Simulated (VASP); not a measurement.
Write the native input for VASP 6.6.1 that does the following.

| Property | Result |
| --- | --- |
| Task | electric field gradients |
| Functional | PBEsol |
| Potentials or basis | VASP PAW PBE potentials, release 64 (W_sv) |
| Cutoff | 520 eV |
| k mesh | 14 × 14 × 14 |
| Occupations | fermi-dirac, width 0.05 eV |
| Spin | no spin polarisation |
| Dipole correction | no |
| Further INCAR settings | ALGO = Normal; EDIFF = 1e-08; NBANDS = 13 |

The structure of W lies in POSCAR:

```
W
1.0
    0.0000000000      2.0434441004      2.0434441004
    2.0434441004      0.0000000000      2.0434441004
    2.0434441004      2.0434441004      0.0000000000
W
1
Direct
    0.0000000000      0.0000000000      0.0000000000
```

This cell differs from its parent crystal: volume scaled by 1.02.

One way to write it, as run:

INCAR

```
  PREC = Accurate
  ENCUT = 520
  EDIFF = 1E-8
  ISMEAR = -1
  SIGMA = 0.05
  LREAL = F
  LASPH = T
  NELM = 80
  ALGO = Normal
  ISIF = 2
  LWAVE = F
  LCHARG = F
  GGA = PS
  LEFG = T
  NBANDS = 13
```

KPOINTS

```
regular mesh
0
Gamma
  14 14 14
```

Potentials or basis: VASP PAW PBE potentials, release 64 (W_sv).

Command:

```console
$ cat potpaw_PBE.64/W_sv/POTCAR > POTCAR
$ mpirun -np 1 vasp_std > vasp.out
```

It gave:

```
Pressure               : -17.0 GPa
Band gap on the k mesh : zero (band 7 reaches 12.65 eV, above the bottom of band 8 at 9.27 eV)
```

Caveat: without QUAD_EFG the Cq values of the log hold for a quadrupole moment of 1 mb, not for the nuclei; the PAW data sets were made with another functional, which shifts forces and pressure a little; spin-orbit coupling is left out, which moves the levels of the heavy elements.

It took 18 s on 1 thread of Intel(R) Xeon(R) Platinum 8488C (Sapphire Rapids), on a shared host, peak memory 0.15 GiB.
